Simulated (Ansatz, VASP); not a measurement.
**HfN: VASP beside Ansatz**

```xyz
2
Lattice="0.0000 2.3810 2.3810 2.3810 0.0000 2.3810 2.3810 2.3810 0.0000" Properties=species:S:1:pos:R:3 pbc="T T T"
Hf    0.0000    0.0000    0.0000
N     3.5715    3.5715    3.5715
```

Alike in both runs: task single point; functional PBE; k mesh 14 × 14 × 14; occupations gaussian, width 0.1 eV; no spin polarisation.

|  | VASP | Ansatz |
| --- | --- | --- |
| version | VASP 6.6.1 | Ansatz 0.2.0 |
| potentials or method | VASP PAW PBE potentials, release 64 (Hf_pv, N), cutoff 520 eV | scalar-relativistic, plane waves, PAW |
| valence electrons in the cell | 15 | 31 |

VASP gave:

| Property | Result |
| --- | --- |
| gap on the k mesh at the Fermi level (eV) | none |
| pressure (GPa) | 21.2 |

Which values does Ansatz return?

gap on the k mesh at the Fermi level (eV): none; pressure (GPa): 22.0.

A gap of «none» marks a metal or a gap that the smearing closes. VASP's potentials hold 15 valence electrons a cell and Ansatz's 31, so a difference there can come from the potentials and not from the codes.

Neither program's run includes spin-orbit coupling.
